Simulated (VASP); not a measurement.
# SiGe2N2 (I4/mmm) in VASP: a series of runs, part 2 of 2

VASP 6.6.1.

## 3. Single point, PBE

This run uses another cell than the first one, of 12.63 Å³/atom, 0.834 times its volume.

The input, INCAR:

```
SYSTEM = SiGe2N2
ALGO = Normal
EDIFF = 1E-6
ENCUT = 520
GGA = PE
ISIF = 2
ISMEAR = 0
LASPH = .True.
LCHARG = .False.
LREAL = .False.
LWAVE = .False.
NBANDS = 29
NELM = 80
PREC = Accurate
SIGMA = 0.1
```

The input, KPOINTS:

```
k-points
0
Gamma
  8 8 8
  0 0 0
```

The input, POSCAR:

```
SiGe2N2
1.0
   -1.8190842810      1.8190842810      4.7728448956
    1.8190842810     -1.8190842810      4.7728448956
    1.8190842810      1.8190842810     -4.7728448956
Si Ge N
1 2 2
Direct
    0.0000000000      0.0000000000      0.0000000000
    0.2500000000      0.7500000000      0.5000000000
    0.7500000000      0.2500000000      0.5000000000
    0.6260000000      0.6260000000      0.0000000000
    0.3740000000      0.3740000000      0.0000000000
```

Potentials or basis: VASP PAW PBE potentials, release 64 (Si, Ge_d, N).

Started as:

```
$ cat potpaw_PBE.64/Si/POTCAR potpaw_PBE.64/Ge_d/POTCAR potpaw_PBE.64/N/POTCAR > POTCAR
$ mpirun -np 1 vasp_std > vasp.out
```

OUTCAR:

```text
SYSTEM = SiGe2N2
   EDIFF = 1E-6
   ENCUT = 520
   GGA = PE
   ISIF = 2
   ISMEAR = 0
   LASPH = .True.
   LREAL = .False.
   NELM = 80
   PREC = Accurate

 ion  position               nearest neighbor table
   1  0.000  0.000  0.000-   3 3.00   2 3.00   2 3.00   3 3.00   2 3.00   3 3.00   3 3.00   2 3.00

   2  0.250  0.750  0.500-   5 2.17   4 2.17   5 2.17   4 2.17   3 2.57   3 2.57   3 2.57   3 2.57
                             1 3.00   1 3.00   1 3.00   1 3.00
   3  0.750  0.250  0.500-   5 2.17   4 2.17   5 2.17   4 2.17   2 2.57   2 2.57   2 2.57   2 2.57
                             1 3.00   1 3.00   1 3.00   1 3.00
   4  0.626  0.626  0.000-   2 2.17   3 2.17   2 2.17   3 2.17
   5  0.374  0.374  0.000-   2 2.17   3 2.17   2 2.17   3 2.17

  LATTYP: Found a body centered tetragonal cell.
 ALAT       =     3.6381685620
 C/A-ratio  =     2.6237623762

  Lattice vectors:

 A1 = (  -1.8190842810,   1.8190842810,   4.7728448956)
 A2 = (   1.8190842810,  -1.8190842810,   4.7728448956)
 A3 = (   1.8190842810,   1.8190842810,  -4.7728448956)

Analysis of symmetry for initial positions (statically):
=====================================================================
 Subroutine PRICEL returns:
[... 174 lines left out ...]

  energy without entropy =      -23.29818689  energy(sigma->0) =      -23.30473863

 E-fermi :   8.2932     XC(G=0): -11.7162

 val. band max:        8.2615997060   @ k =   0.3750   0.2500   0.1250
 cond. band min:       8.3020628379   @ k =  -0.2500  -0.3750   0.1250
 fundamental gap:      0.0404631318
 Fermi energy:         8.2932357044

 k-point     1 :       0.0000    0.0000    0.0000
  band No.  band energies     occupation
      1     -17.5239      2.00000
      2     -17.4586      2.00000
      3     -17.3280      2.00000
      4     -17.2855      2.00000
      5     -17.2855      2.00000
      6     -17.1645      2.00000
[... 757 lines left out ...]
     28      14.4657      0.00000
     29      16.2398      0.00000

 [... further k-points ...]
[... 5 lines left out ...]
  --------------------------------------------------------------------------------------
  -------------------------------------------------------------------------------------
  Total        8.3198283      8.3198283      2.9681888      0.0000000     -0.0000000      0.0000000
  in kB      210.9997744    210.9997744     75.2764524      0.0000000     -0.0000000      0.0000000
  external PRESSURE =     165.7586671 kB  Pullay stress =       0.0000000 kB

 VOLUME and BASIS-vectors are now :
 -----------------------------------------------------------------------------
  energy-cutoff  :      520.00
  volume of cell :       63.17
      direct lattice vectors                 reciprocal lattice vectors
    -1.819084281  1.819084281  4.772844896     0.000000000  0.274863570  0.104759323
     1.819084281 -1.819084281  4.772844896     0.274863570  0.000000000  0.104759323
     1.819084281  1.819084281 -4.772844896     0.274863570  0.274863570  0.000000000

 POSITION                                       TOTAL-FORCE (eV/Angst)
 -----------------------------------------------------------------------------------
      0.00000      0.00000      0.00000        -0.000000     -0.000000     -0.000000
      1.81908      0.00000      2.38642        -0.000000     -0.000000     -0.000000
      0.00000      1.81908      2.38642        -0.000000     -0.000000     -0.000000
      0.00000      0.00000      5.97560        -0.000000     -0.000000      1.396728
      0.00000      0.00000      3.57009         0.000000      0.000000     -1.396728
 -----------------------------------------------------------------------------------
    total drift:                                0.000000     -0.000000     -0.000000

  FREE ENERGIE OF THE ION-ELECTRON SYSTEM (eV)
  ---------------------------------------------------
  free  energy   TOTEN  =       -23.3112903799 eV

  energy  without entropy=      -23.2981868884  energy(sigma->0) =      -23.30473863
```

stdout:

```text
POSCAR found type information on POSCAR SiGeN
 POSCAR found :  3 types and       5 ions
 scaLAPACK will be used
 LDA part: xc-table for (Slater+PW92), standard interpolation
 POSCAR, INCAR and KPOINTS ok, starting setup
 FFT: planning ... GRIDC
 FFT: planning ... GRID_SOFT
 FFT: planning ... GRID
 WAVECAR not read
 entering main loop
```

It took 57 s on 1 thread of Intel Xeon 6975P-C (Granite Rapids), shared host; peak memory 0.29 GiB.

Results:

```
Free energy            : -23.3113 eV
Pressure               : 16.6 GPa
Largest force          : 1.397 eV/Å
Band gap on the k mesh : zero (band 21 reaches 8.54 eV, above the bottom of band 22 at 7.57 eV)
```

Forces in eV/Å, atoms in the order of the input:
```
Si   0.000  0.000  0.000
Ge   0.000  0.000  0.000
Ge   0.000  0.000  0.000
N    0.000  0.000  1.397
N    0.000  0.000 -1.397
```

Stress tensor (GPa, compression positive):
```
21.10  0.00  0.00
 0.00 21.10  0.00
 0.00  0.00  7.53
```

Caveat: forces of over 1 eV/Å act on the atoms, so gaps and moduli don't describe the material at rest.

## 4. Relaxation of cell and atoms, PBE

This run uses another cell than the first one, of 12.63 Å³/atom, 0.834 times its volume.

The input, INCAR:

```
SYSTEM = SiGe2N2
PREC = Accurate ; ENCUT = 600
EDIFF = 1E-6 ; ISMEAR = 0
SIGMA = 0.1 ; LREAL = .FALSE.
LASPH = .TRUE. ; NELM = 60
ALGO = Normal ; ISIF = 3
LWAVE = .FALSE. ; LCHARG = .FALSE.
GGA = PE ; IBRION = 2
NSW = 90 ; EDIFFG = -0.04
```

The input, KPOINTS:

```
regular mesh
0
G
  6 6 6
  0 0 0
```

POSCAR is that of step 3.

Started as:

```
$ cat potpaw_PBE.64/Si/POTCAR potpaw_PBE.64/Ge_d/POTCAR potpaw_PBE.64/N/POTCAR > POTCAR
$ mpirun -np 1 vasp_std > vasp.out
```

Wall time 8 min (1 thread of Intel Xeon 6975P-C (Granite Rapids), shared host); peak memory 0.37 GiB.

Results (log left out):

* Free energy: -26.2055 eV
* Relaxed volume: 15.05 Å³/atom
* Relaxed cell: a = 5.250 Å, b = 5.250 Å, c = 5.250 Å, α = 133.32°, β = 133.32°, γ = 68.16°
* Space group after relaxing (to 0.05 Å): I4/mmm (No. 139)
* Energy gained by relaxing: 551.6 meV/atom
* Ionic steps: 13
* Pressure after relaxing: 0.2 GPa
* Largest force after relaxing: 0.013 eV/Å
* Band gap on the k mesh: zero (band 21 reaches 6.86 eV, above the bottom of band 22 at 5.42 eV)

Forces in eV/Å, atoms in the order of the input:
```
Si   0.000  0.000  0.000
Ge   0.000  0.000  0.000
Ge   0.000  0.000  0.000
N    0.000  0.000  0.013
N    0.000  0.000 -0.013
```

Stress tensor (GPa, compression positive):
```
0.19 0.00 0.00
0.00 0.19 0.00
0.00 0.00 0.09
```

Step by step:
```
step  energy change (eV)  largest force (eV/Å)  pressure (GPa)  volume (Å³)
   1              0.0000                1.4348           16.78        63.17
   2             -0.6451                1.7359           -5.01        75.99
   3             -0.6574                1.7084           -2.94        73.99
   4             -0.9610                1.3638           -2.51        73.87
   5             -1.4999                1.1331            0.97        73.42
   6             -2.7161                0.1138            3.52        72.09
   7             -2.7223                0.1388            3.69        71.80
   8             -2.7269                0.0426            3.55        71.90
   9             -2.5423                0.3385           -7.12        81.55
  10             -2.7503                0.0509            0.43        73.95
  11             -2.7558                0.0210            0.31        74.59
  12             -2.7567                0.0406            0.15        75.71
  13             -2.7578                0.0131            0.16        75.26
```

Final structure:
```
Si Ge N
1.0
    -2.08010    2.08010    4.34820
     2.08010   -2.08010    4.34820
     2.08010    2.08010   -4.34820
Si Ge N
1 2 2
Direct
  0.00000 0.00000 0.00000
  0.25000 0.75000 0.50000
  0.75000 0.25000 0.50000
  0.73881 0.73881 0.00000
  0.26119 0.26119 0.00000
```

Levels at points of the mesh, in eV from the Fermi level:
| k point | band 19 | band 20 | band 21 | band 22 | band 23 | band 24 |
| --- | --- | --- | --- | --- | --- | --- |
| (0.00, 0.00, 0.00) | -3.82 | -3.13 | -1.25 | 0.57 | 0.57 | 0.79 |
| (0.50, 0.00, 0.00) | -1.22 | -1.01 | 1.05 | 1.27 | 1.43 | 1.48 |
| (0.50, 0.50, 0.00) | -2.12 | -1.24 | -0.09 | 0.13 | 3.29 | 3.30 |
| (0.50, 0.50, 0.50) | -3.30 | -2.69 | -0.80 | 1.77 | 1.77 | 3.05 |

Caveat: the k points lie up to 0.36 Å⁻¹ apart in the final cell; the volume moved by over 15 % at a fixed basis, so the end points are rough.

## 5. Single point, PBE

This run uses another cell than the first one, of 15.60 Å³/atom, 1.030 times its volume.

The input, INCAR:

```
ALGO = Normal
EDIFF = 1E-7
ENCUT = 520
GGA = PE
ISIF = 2
ISMEAR = 0
LASPH = True
LCHARG = True
LELF = True
LREAL = False
LVHAR = True
LWAVE = False
NBANDS = 29
NELM = 60
PREC = Accurate
SIGMA = 0.1
```

The input, KPOINTS:

```
k-points
0
Gamma
  12 12 12
```

The input, POSCAR:

```
SiGe2N2
1.0
   -2.4422293581      2.4422293581      3.2701239174
    2.4422293581     -2.4422293581      3.2701239174
    2.4422293581      2.4422293581     -3.2701239174
Si Ge N
1 2 2
Direct
    0.0000000000      0.0000000000      0.0000000000
    0.2500000000      0.7500000000      0.5000000000
    0.7500000000      0.2500000000      0.5000000000
    0.7463629087      0.7463629087      0.0000000000
    0.2536370913      0.2536370913      0.0000000000
```

Started as:

```
$ cat potpaw_PBE.64/Si/POTCAR potpaw_PBE.64/Ge_d/POTCAR potpaw_PBE.64/N/POTCAR > POTCAR
$ mpirun -np 1 vasp_std > vasp.out
```

Run time: 2.7 min. Hardware: 1 thread of Intel Xeon 6975P-C (Granite Rapids), shared host; peak memory 0.43 GiB.

Results (log left out):

* Free energy: -27.6223 eV
* Pressure: 0.1 GPa
* Largest force: 0.033 eV/Å
* Band gap on the k mesh: zero (band 21 reaches 6.36 eV, above the bottom of band 22 at 5.21 eV)

Forces on the atoms (eV/Å):
```
Si   0.000  0.000  0.000
Ge   0.000  0.000  0.000
Ge   0.000  0.000  0.000
N    0.000  0.000 -0.033
N    0.000  0.000  0.033
```

Stress tensor (GPa, compression positive):
```
0.02 0.00 0.00
0.00 0.02 0.00
0.00 0.00 0.21
```

Levels at points of the mesh, in eV from the Fermi level:
```
           k point  band 19  band 20  band 21  band 22  band 23  band 24
(0.00, 0.00, 0.00)    -4.45    -3.84    -1.49     0.85     0.85     1.86
(0.50, 0.00, 0.00)    -1.62    -1.40    -0.42     0.35     1.73     2.24
(0.50, 0.50, 0.00)    -2.09    -1.27    -0.39     0.59     1.80     2.29
(0.50, 0.50, 0.50)    -3.33    -3.01    -0.74     2.96     2.96     3.47
```

## 6. The runs side by side

```tsv
task	cell	k mesh	cutoff (eV)	gap on the mesh (eV)	pressure (GPa)	largest force (eV/Å)
single point	a = 5.270 Å, angles 133.5, 133.5, 67.9°, 5 atoms	6 × 6 × 6	520	none	0.0	0.01
single point	a = 5.422 Å, angles 140.8, 140.8, 56.6°, 5 atoms	8 × 8 × 8	520	none	16.6	1.40
relaxation of cell and atoms	relaxed from a = 5.422 Å, angles 140.8, 140.8, 56.6°, 5 atoms	6 × 6 × 6	600	none	0.2	0.01
single point	a = 4.756 Å, angles 118.2, 118.2, 93.1°, 5 atoms	12 × 12 × 12	520	none	0.1	0.03
```

Alike in all rows: level PBE; potentials or basis VASP PAW PBE potentials, release 64 (Si, Ge_d, N); no spin polarisation; smearing gaussian 0.1 eV.

Caveats: some runs use coarse meshes; forces of over 1 eV/Å act on the atoms, so gaps and moduli don't describe the material at rest (some runs); the volume moved by over 15 % at a fixed basis, so the end points are rough (some runs).

Total energies depend on the potentials used, so only differences within one code and one set of settings carry meaning.
